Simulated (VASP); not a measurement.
SiNi: single point with BLYP

Crystal: SiNi.

```
Ni Si
1.0
     2.92302    0.00000    0.00000
     0.00000    3.25831    0.00000
     0.00000    0.00000    4.64605
Ni Si
2 2
Direct
  0.50000 0.50000 0.34250
  0.00000 0.00000 0.65750
  0.50000 0.50000 0.84314
  0.00000 0.00000 0.15686
```

| Property | Result |
| --- | --- |
| Program | VASP 6.6.1 |
| Task | single point |
| Functional | BLYP |
| Potentials or basis | VASP PAW PBE potentials, release 64 (Ni, Si) |
| Cutoff | 520 eV |
| k mesh | 9 × 8 × 6 |
| Occupations | fermi-dirac, width 0.05 eV |
| Spin | collinear spin, ferromagnetic start |
| Starting moments | [1.0, 1.0, 0.0, 0.0] μB |
| Dipole correction | no |
| Further INCAR settings | ALGO = Normal; EDIFF = 1e-06; NBANDS = 26 |

* Pressure: 21.0 GPa
* Largest force: 0.096 eV/Å
* Band gap on the k mesh: zero (filled and empty bands overlap)
* Net moment: 0.00 μB per cell
* Valence electrons inside the program's atomic spheres: Ni 9.68; Si 1.65

Forces on the atoms (eV/Å):
```
Ni   0.000  0.000 -0.054
Ni   0.000  0.000  0.054
Si   0.000  0.000 -0.096
Si   0.000  0.000  0.096
```

Stress tensor (GPa, compression positive):
```
22.08  0.00  0.00
 0.00 21.51  0.00
 0.00  0.00 19.28
```

Levels at points of the mesh, in eV from the Fermi level:
Spin up:
| k point | band 10 | band 11 | band 12 | band 13 | band 14 | band 15 | band 16 | band 17 | band 18 | band 19 |
| --- | --- | --- | --- | --- | --- | --- | --- | --- | --- | --- |
| (0.00, 0.00, 0.00) | -2.84 | -2.47 | -2.14 | -2.12 | -1.40 | 1.23 | 2.82 | 5.20 | 5.75 | 7.30 |
| (0.00, 0.50, 0.00) | -2.91 | -2.39 | -2.39 | -2.35 | -2.35 | 1.19 | 1.19 | 5.03 | 5.03 | 8.08 |
| (0.00, 0.00, 0.50) | -2.92 | -2.84 | -2.19 | 1.08 | 1.63 | 2.13 | 2.48 | 2.91 | 3.68 | 4.56 |
| (0.00, 0.50, 0.50) | -2.69 | -2.20 | -2.20 | -2.16 | -2.16 | 5.34 | 5.34 | 5.43 | 5.43 | 7.34 |
Spin down:
| k point | band 11 | band 12 | band 13 | band 14 | band 15 | band 16 | band 17 | band 18 |
| --- | --- | --- | --- | --- | --- | --- | --- | --- |
| (0.00, 0.00, 0.00) | -2.47 | -2.14 | -2.12 | -1.40 | 1.23 | 2.82 | 5.20 | 5.75 |
| (0.00, 0.50, 0.00) | -2.39 | -2.39 | -2.35 | -2.35 | 1.19 | 1.19 | 5.03 | 5.03 |
| (0.00, 0.00, 0.50) | -2.84 | -2.19 | 1.08 | 1.63 | 2.13 | 2.48 | 2.91 | 3.68 |
| (0.00, 0.50, 0.50) | -2.20 | -2.20 | -2.16 | -2.16 | 5.34 | 5.34 | 5.43 | 5.43 |

Run time: 2.3 min on 1 thread of AMD EPYC 9R14 (Zen 4), on a shared host, peak memory 0.25 GiB.

Caveat: the PAW data sets were made with another functional, which shifts forces and pressure a little.
